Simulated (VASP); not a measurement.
# SiO2 (P4_2/mcm) in VASP: a series of runs

The runs below take SiO2 through single point, with PBE.

Everything below comes from runs of VASP 6.6.1. Logs are shortened: lines on timing, memory, paths and dates and some standing lists are left out, and cuts for length are marked.

### 1 The cell of the first run

Symmetry: P4_2/mcm, No. 132, tetragonal system. The conventional cell has a = 8.239 Å, b = 8.239 Å, c = 5.558 Å, α = 90.00°, β = 90.00°, γ = 90.00°. Si (site symmetry m) has 4 O at 1.63 to 1.67 Å within 2.2 Å. Within 2.2 Å of O (site symmetry 2/m) lie 2 Si at 1.63 Å. O (site symmetry 2) has 2 Si at 1.63 Å within 2.2 Å. O (site symmetry m2m) has 2 Si at 1.67 Å within 2.2 Å.

The cell was built from a structure type or drawn by symmetry, and may not be a known phase.

### 2 Single point, PBE

Input file INCAR:

```
SYSTEM = SiO2
PREC = Accurate
ENCUT = 520
EDIFF = 1E-6
ISMEAR = 0
SIGMA = 0.1
LREAL = Auto
LASPH = .TRUE.
NELM = 100
ALGO = Normal
ISIF = 2
LWAVE = .FALSE.
LCHARG = .TRUE.
GGA = PE
LELF = .TRUE.
LVHAR = .TRUE.
NBANDS = 82
```

Input file KPOINTS:

```
Automatic mesh
0
G
  2 2 4
  0 0 0
```

Input file POSCAR:

```
SiO2
1.0
    8.2393584592      0.0000000000      0.0000000000
    0.0000000000      8.2393584592      0.0000000000
    0.0000000000      0.0000000000      5.5583030086
Si O
8 16
Direct
    0.3138776183      0.9312487232      0.5000000000
    0.6861223817      0.9312487232      0.0000000000
    0.6861223817      0.0687512768      0.5000000000
    0.9312487232      0.6861223817      0.0000000000
    0.9312487232      0.3138776183      0.5000000000
    0.3138776183      0.0687512768      0.0000000000
    0.0687512768      0.3138776183      0.0000000000
    0.0687512768      0.6861223817      0.5000000000
    0.5000000000      0.0000000000      0.5000000000
    0.2364889484      0.0000000000      0.2500000000
    0.2364889484      0.0000000000      0.7500000000
    0.2657366440      0.7342633560      0.5000000000
    0.7635110516      0.0000000000      0.7500000000
    0.7635110516      0.0000000000      0.2500000000
    0.7342633560      0.7342633560      0.0000000000
    0.5000000000      0.0000000000      0.0000000000
    0.7342633560      0.2657366440      0.5000000000
    0.0000000000      0.5000000000      0.0000000000
    0.0000000000      0.7635110516      0.7500000000
    0.0000000000      0.7635110516      0.2500000000
    0.0000000000      0.2364889484      0.2500000000
    0.0000000000      0.2364889484      0.7500000000
    0.0000000000      0.5000000000      0.5000000000
    0.2657366440      0.2657366440      0.0000000000
```

Potentials or basis: VASP PAW PBE potentials, release 64 (Si, O).

Started as:

```
cat potpaw_PBE.64/Si/POTCAR potpaw_PBE.64/O/POTCAR > POTCAR
mpirun -np 1 vasp_std > vasp.out
```

OUTCAR:

```text
SYSTEM = SiO2
   PREC = Accurate
   ENCUT = 520
   EDIFF = 1E-6
   ISMEAR = 0
   LREAL = Auto
   LASPH = .TRUE.
   NELM = 100
   ISIF = 2
   GGA = PE

 ion  position               nearest neighbor table
   1  0.314  0.931  0.500-  10 1.63  11 1.63   9 1.63  12 1.67   8 2.86   6 3.00   6 3.00
   2  0.686  0.931  0.000-  13 1.63  14 1.63  16 1.63  15 1.67   4 2.86   3 3.00   3 3.00
   3  0.686  0.069  0.500-  13 1.63  14 1.63   9 1.63  17 1.67   5 2.86   2 3.00   2 3.00
   4  0.931  0.686  0.000-  19 1.63  20 1.63  18 1.63  15 1.67   2 2.86   8 3.00   8 3.00
   5  0.931  0.314  0.500-  21 1.63  22 1.63  23 1.63  17 1.67   3 2.86   7 3.00   7 3.00
   6  0.314  0.069  0.000-  10 1.63  11 1.63  16 1.63  24 1.67   7 2.86   1 3.00   1 3.00
   7  0.069  0.314  0.000-  21 1.63  22 1.63  18 1.63  24 1.67   6 2.86   5 3.00   5 3.00
   8  0.069  0.686  0.500-  19 1.63  20 1.63  23 1.63  12 1.67   1 2.86   4 3.00   4 3.00
   9  0.500  0.000  0.500-   1 1.63   3 1.63
  10  0.236  0.000  0.250-   1 1.63   6 1.63
  11  0.236  0.000  0.750-   1 1.63   6 1.63
  12  0.266  0.734  0.500-   1 1.67   8 1.67
  13  0.764  0.000  0.750-   2 1.63   3 1.63
  14  0.764  0.000  0.250-   2 1.63   3 1.63
[... 8 lines left out ...]
  23  0.000  0.500  0.500-   5 1.63   8 1.63
  24  0.266  0.266  0.000-   6 1.67   7 1.67

  LATTYP: Found a simple tetragonal cell.
 ALAT       =     8.2393584592
 C/A-ratio  =     0.6746038586

  Lattice vectors:

 A1 = (   8.2393584592,   0.0000000000,   0.0000000000)
 A2 = (   0.0000000000,   8.2393584592,   0.0000000000)
 A3 = (   0.0000000000,   0.0000000000,   5.5583030086)

Analysis of symmetry for initial positions (statically):
=====================================================================
 Subroutine PRICEL returns:
 Original cell was already a primitive cell.

 Routine SETGRP: Setting up the symmetry group for a
 simple tetragonal supercell.

 Subroutine GETGRP returns: Found 16 space group operations
 (whereof  8 operations were pure point group operations)
 out of a pool of 16 trial point group operations.

The static configuration has the point symmetry D_2h.
 The point group associated with its full space group is D_4h.

Analysis of symmetry for dynamics (positions and initial velocities):
=====================================================================
 Subroutine PRICEL returns:
 Original cell was already a primitive cell.

 Routine SETGRP: Setting up the symmetry group for a
 simple tetragonal supercell.

 Subroutine GETGRP returns: Found 16 space group operations
 (whereof  8 operations were pure point group operations)
 out of a pool of 16 trial point group operations.

[... 136 lines left out ...]
   ISYM   =      2    0-nonsym 1-usesym 2-fastsym
   POTIM  = 0.5000    time-step for ionic-motion
   TEBEG  =    0.0;   TEEND  =   0.0 temperature during run
   PSTRESS=    0.0 pullay stress
   NELECT =     128.0000    total number of electrons
   NUPDOWN=      -1.0000    fix difference up-down
   EMIN   =  10.00;   EMAX   =-10.00  energy-range for DOS
   EFERMI =   0.00;   METHOD = LEGACY
   ISMEAR =     0;   SIGMA  =   0.10  broadening in eV -4-tet -1-fermi 0-gaus
   EFERMI_NEDOS =   21; number of points for ismear=-14 and -15
   IALGO  =     38    algorithm
   IMIX   =      4    mixing-type and parameters
     AMIX     =   0.40;   BMIX     =  1.00
     AMIX_MAG =   1.60;   BMIX_MAG =  1.00
  volume/ion in A,a.u.               =      15.72       106.10
  Fermi-wavevector in a.u.,A,eV,Ry     =   1.141743  2.157582 17.736253  1.303578
  Thomas-Fermi vector in A             =   2.278443
   LORBIT       =      0    0 simple, 1 ext, 2 COOP (PROOUT), +10 PAW based schemes
   GGA     = PE    functional components
   LHFCALC =     F    Hartree Fock is set to
   AEXX    =    0.0000 exact exchange contribution
   IVDW    =     0    specifies the selected vdW correction
   LEPSILON=     F    determine dielectric tensor
   LRPA    =     F    only Hartree local field effects (RPA)
 non-spin polarized calculation
 Gauss-broadening in eV      SIGMA  =   0.10
  energy-cutoff  :      520.00
  volume of cell :      377.34
 maximum number of plane-waves:     10197
 NGX is ok and might be reduce to    64
   NGX = 31   NGY = 31   NGZ = 21

 number of electron     128.0000014 magnetization

 Free energy of the ion-electron system (eV)
  ---------------------------------------------------
  ext. energy  EPLUGINS =         0.00000000
  ---------------------------------------------------
  free energy    TOTEN  =      -185.20424231 eV

  energy without entropy =     -185.20424231  energy(sigma->0) =     -185.20424231

 E-fermi :   0.2037     XC(G=0):  -7.8491

 val. band max:       -0.2851764070   @ k =   0.0000   0.0000   0.0000
 cond. band min:       4.5177324277   @ k =   0.0000   0.0000   0.0000
 fundamental gap:      4.8029088347
 Fermi energy:         0.2037250939

 k-point     1 :       0.0000    0.0000    0.0000
  band No.  band energies     occupation
      1     -19.9439      2.00000
      2     -19.4750      2.00000
      3     -19.1422      2.00000
      4     -19.1422      2.00000
      5     -18.5730      2.00000
      6     -18.2253      2.00000
[... 700 lines left out ...]
     75       8.7051      0.00000
     76       8.7051      0.00000
 [bands above 76 left out]

------------------------ aborting loop because EDIFF is reached ----------------------------------------

  FORCE on cell =-STRESS in cart. coord.  units (eV):
  Direction    XX          YY          ZZ          XY          YZ          ZX
  --------------------------------------------------------------------------------------
  -------------------------------------------------------------------------------------
  Total        0.2432897      0.2432897      0.9050126      0.0000000      0.0000000      0.0000000
  in kB        1.0330117      1.0330117      3.8426975      0.0000000      0.0000000      0.0000000
  external PRESSURE =       1.9695736 kB  Pullay stress =       0.0000000 kB

 VOLUME and BASIS-vectors are now :
 -----------------------------------------------------------------------------
  energy-cutoff  :      520.00
  volume of cell :      377.34
      direct lattice vectors                 reciprocal lattice vectors
     8.239358459  0.000000000  0.000000000     0.121368673  0.000000000  0.000000000
     0.000000000  8.239358459  0.000000000     0.000000000  0.121368673  0.000000000
     0.000000000  0.000000000  5.558303009     0.000000000  0.000000000  0.179911027

 POSITION                                       TOTAL-FORCE (eV/Angst)
 -----------------------------------------------------------------------------------
      2.58615      7.67289      2.77915        -0.010580     -0.003111      0.000000
      5.65321      7.67289      0.00000         0.010580     -0.003111     -0.000000
      5.65321      0.56647      2.77915         0.010580      0.003111      0.000000
      7.67289      5.65321      0.00000        -0.003111      0.010580     -0.000000
      7.67289      2.58615      2.77915        -0.003111     -0.010580     -0.000000
      2.58615      0.56647      0.00000        -0.010580      0.003111      0.000000
[... 16 lines left out ...]
      0.00000      4.11968      2.77915        -0.000000     -0.000000      0.000000
      2.18950      2.18950      0.00000         0.028031      0.028031      0.000000
 -----------------------------------------------------------------------------------
    total drift:                                0.000000      0.000000      0.000000

  FREE ENERGIE OF THE ION-ELECTRON SYSTEM (eV)
  ---------------------------------------------------
  free  energy   TOTEN  =      -185.2042423108 eV

  energy  without entropy=     -185.2042423108  energy(sigma->0) =     -185.20424231
```

OSZICAR:

```text
N       E                     dE             d eps       ncg     rms          rms(c)
DAV:   1     0.931685222316E+03    0.93169E+03   -0.64844E+04  1484   0.141E+03
DAV:   2    -0.122644973971E+03   -0.10543E+04   -0.10220E+04  1874   0.336E+02
DAV:   3    -0.209360916867E+03   -0.86716E+02   -0.86195E+02  1744   0.103E+02
DAV:   4    -0.210953981577E+03   -0.15931E+01   -0.15877E+01  1784   0.150E+01
DAV:   5    -0.210993930836E+03   -0.39949E-01   -0.39904E-01  1760   0.226E+00    0.396E+01
DAV:   6    -0.185341623777E+03    0.25652E+02   -0.10695E+02  1720   0.344E+01    0.185E+01
DAV:   7    -0.185278672771E+03    0.62951E-01   -0.33210E+00  1856   0.577E+00    0.687E+00
DAV:   8    -0.185203577634E+03    0.75095E-01   -0.18186E-01  1768   0.194E+00    0.281E+00
DAV:   9    -0.185200748842E+03    0.28288E-02   -0.96472E-02  1752   0.139E+00    0.518E-01
DAV:  10    -0.185204165417E+03   -0.34166E-02   -0.11022E-02  1664   0.475E-01    0.261E-01
DAV:  11    -0.185204619799E+03   -0.45438E-03   -0.26242E-03  1576   0.229E-01    0.734E-02
DAV:  12    -0.185204288153E+03    0.33165E-03   -0.88150E-04  1600   0.112E-01    0.962E-02
DAV:  13    -0.185204245044E+03    0.43109E-04   -0.23906E-04  1712   0.795E-02    0.260E-02
DAV:  14    -0.185204241269E+03    0.37744E-05   -0.66576E-05  1704   0.338E-02    0.110E-02
DAV:  15    -0.185204242587E+03   -0.13179E-05   -0.17703E-05  1688   0.202E-02    0.869E-03
DAV:  16    -0.185204242311E+03    0.27647E-06   -0.49435E-06  1680   0.106E-02
   1 F= -.18520424E+03 E0= -.18520424E+03  d E =-.156435E-12
```

stdout:

```text
POSCAR found type information on POSCAR SiO
 POSCAR found :  2 types and      24 ions
 scaLAPACK will be used
 LDA part: xc-table for (Slater+PW92), standard interpolation
 POSCAR, INCAR and KPOINTS ok, starting setup
 FFT: planning ... GRIDC
 FFT: planning ... GRID_SOFT
 FFT: planning ... GRID
 WAVECAR not read
 entering main loop
```

Run time: 13 min. Hardware: 1 thread of Intel Xeon 8259CL, shared host; peak memory 0.49 GiB.

Results:

- Free energy: -185.2042 eV
- Pressure: 0.2 GPa
- Largest force: 0.040 eV/Å
- Band gap on the k mesh: 4.80 eV

Forces on the atoms (eV/Å):
```
Si  -0.011 -0.003  0.000
Si   0.011 -0.003  0.000
Si   0.011  0.003  0.000
Si  -0.003  0.011  0.000
Si  -0.003 -0.011  0.000
Si  -0.011  0.003  0.000
Si   0.003 -0.011  0.000
Si   0.003  0.011  0.000
O    0.000  0.000  0.000
O   -0.012  0.000  0.000
O   -0.012  0.000  0.000
O    0.028 -0.028  0.000
O    0.012  0.000  0.000
O    0.012  0.000  0.000
O   -0.028 -0.028  0.000
O    0.000  0.000  0.000
O   -0.028  0.028  0.000
O    0.000  0.000  0.000
O    0.000  0.012  0.000
O    0.000  0.012  0.000
O    0.000 -0.012  0.000
O    0.000 -0.012  0.000
O    0.000  0.000  0.000
O    0.028  0.028  0.000
```

A k mesh can miss the band edges.

### 3 Single point, PBE

This run uses another cell than the first one, of 18.67 Å³/atom.

Input file INCAR:

```
ALGO = Normal
EDIFF = 1E-7
ENCUT = 520
GGA = PE
ISIF = 2
ISMEAR = 0
LASPH = T
LCHARG = T
LELF = T
LREAL = Auto
LVHAR = T
LWAVE = F
NBANDS = 82
NELM = 100
PREC = Accurate
SIGMA = 0.1
```

Input file KPOINTS:

```
k-points
0
Gamma
  2 2 4
```

Input file POSCAR:

```
SiO2
1.0
    8.7211755700      0.0000000000      0.0000000000
    0.0000000000      8.7211755700      0.0000000000
    0.0000000000      0.0000000000      5.8901897100
Si O
8 16
Direct
    0.3138119800      0.9311950100      0.5000000000
    0.6861880200      0.9311950100      0.0000000000
    0.6861880200      0.0688049900      0.5000000000
    0.9311950100      0.6861880200      0.0000000000
    0.9311950100      0.3138119800      0.5000000000
    0.3138119800      0.0688049900      0.0000000000
    0.0688049900      0.3138119800      0.0000000000
    0.0688049900      0.6861880200      0.5000000000
    0.5000000000      0.0000000000      0.5000000000
    0.3138119800      0.0000000000      0.2500000000
    0.3138119800      0.0000000000      0.7500000000
    0.1913084800      0.8086915200      0.5000000000
    0.6861880200      0.0000000000      0.7500000000
    0.6861880200      0.0000000000      0.2500000000
    0.8086915200      0.8086915200      0.0000000000
    0.5000000000      0.0000000000      0.0000000000
    0.8086915200      0.1913084800      0.5000000000
    0.0000000000      0.5000000000      0.0000000000
    0.0000000000      0.6861880200      0.7500000000
    0.0000000000      0.6861880200      0.2500000000
    0.0000000000      0.3138119800      0.2500000000
    0.0000000000      0.3138119800      0.7500000000
    0.0000000000      0.5000000000      0.5000000000
    0.1913084800      0.1913084800      0.0000000000
```

Potentials or basis: VASP PAW PBE potentials, release 64 (Si, O).

Started as:

```
cat potpaw_PBE.64/Si/POTCAR potpaw_PBE.64/O/POTCAR > POTCAR
mpirun -np 1 vasp_std > vasp.out
```

Wall time 22 min (1 thread of Intel Xeon 8259CL, shared host); peak memory 0.6 GiB.

Results (log left out):

| Item | Value |
| --- | --- |
| Free energy | -164.2711 eV |
| Pressure | 15.5 GPa |
| Largest force | 9.327 eV/Å |
| Band gap on the k mesh | 0.62 eV (least direct gap 0.63 eV) |

Forces on the atoms (eV/Å):
```
Si   6.868  6.310  0.000
Si  -6.868  6.310  0.000
Si  -6.868 -6.310  0.000
Si   6.310 -6.868  0.000
Si   6.310  6.868  0.000
Si   6.868 -6.310  0.000
Si  -6.310  6.868  0.000
Si  -6.310 -6.868  0.000
O    0.000  0.000  0.000
O   -5.068  0.000  0.000
O   -5.068  0.000  0.000
O    1.595 -1.595  0.000
O    5.068  0.000  0.000
O    5.068  0.000  0.000
O   -1.595 -1.595  0.000
O    0.000  0.000  0.000
O   -1.595  1.595  0.000
O    0.000  0.000  0.000
O    0.000  5.068  0.000
O    0.000  5.068  0.000
O    0.000 -5.068  0.000
O    0.000 -5.068  0.000
O    0.000  0.000  0.000
O    1.595  1.595  0.000
```

Stress tensor (GPa, compression positive):
```
12.83  0.00  0.00
 0.00 12.83  0.00
 0.00  0.00 20.82
```

Levels at points of the mesh, in eV from the valence-band top:
| k point | band 60 | band 61 | band 62 | band 63 | band 64 | band 65 | band 66 | band 67 | band 68 | band 69 |
| --- | --- | --- | --- | --- | --- | --- | --- | --- | --- | --- |
| (0.00, 0.00, 0.00) | -1.78 | -0.73 | -0.72 | -0.02 | -0.01 | 0.62 | 1.94 | 2.85 | 3.08 | 3.23 |
| (0.50, 0.00, 0.00) | -1.80 | -0.73 | -0.73 | -0.02 | 0.00 | 1.18 | 1.25 | 2.99 | 3.04 | 3.06 |
| (0.50, 0.50, 0.00) | -1.74 | -0.73 | -0.73 | 0.00 | 0.00 | 1.38 | 1.38 | 2.35 | 2.67 | 2.95 |
| (0.00, 0.00, 0.50) | -1.60 | -0.59 | -0.59 | -0.50 | -0.50 | 1.74 | 1.74 | 2.29 | 2.29 | 3.49 |
| (0.50, 0.00, 0.50) | -1.61 | -0.53 | -0.53 | -0.52 | -0.52 | 1.98 | 1.98 | 2.01 | 2.01 | 3.56 |
| (0.50, 0.50, 0.50) | -1.59 | -0.58 | -0.58 | -0.47 | -0.47 | 2.02 | 2.02 | 2.29 | 2.29 | 2.87 |

Caveat: the cell stands under pressure; forces of over 1 eV/Å act on the atoms, so gaps and moduli don't describe the material at rest. A k mesh can miss the band edges.
